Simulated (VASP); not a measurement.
Write the native input for VASP 6.6.1 that does the following.

```yaml
Task: single point
Functional: PBEsol
Potentials_or_basis: VASP PAW PBE potentials, release 64 (Sb)
Cutoff: 520 eV
k_mesh: 8 × 8 × 8
Occupations: gaussian, width 0.1 eV
Spin: no spin polarisation
Dipole_correction: no
Further_INCAR_settings: ALGO = Normal; EDIFF = 1e-06; NBANDS = 8
```

The structure of Sb lies in POSCAR:

```
Sb
1.0
    0.0000000000      2.0038127289      2.0038127289
    2.0038127289      0.0000000000      2.0038127289
    2.0038127289      2.0038127289      0.0000000000
Sb
1
Direct
    0.0000000000      0.0000000000      0.0000000000
```

The input as run:

INCAR

```
  PREC = Accurate
  ENCUT = 520
  EDIFF = 1E-6
  ISMEAR = 0
  SIGMA = 0.1
  LREAL = F
  LASPH = T
  NELM = 60
  ALGO = Normal
  ISIF = 2
  LWAVE = F
  LCHARG = T
  GGA = PS
  LELF = T
  LVHAR = T
  NBANDS = 8
```

KPOINTS

```
regular mesh
0
Gamma
  8 8 8
```

Potentials or basis: VASP PAW PBE potentials, release 64 (Sb).

The run is started by

```console
$ cat potpaw_PBE.64/Sb/POTCAR > POTCAR
$ mpirun -np 1 vasp_std > vasp.out
```

It gave:

```
Pressure : 101.7 GPa
```

Caveat: the PAW data sets were made with another functional, which shifts forces and pressure a little.

Wall time 3.9 s on 1 thread of AMD EPYC 7R13 Processor (Zen 3), with other jobs on the host, peak memory 0.11 GiB.
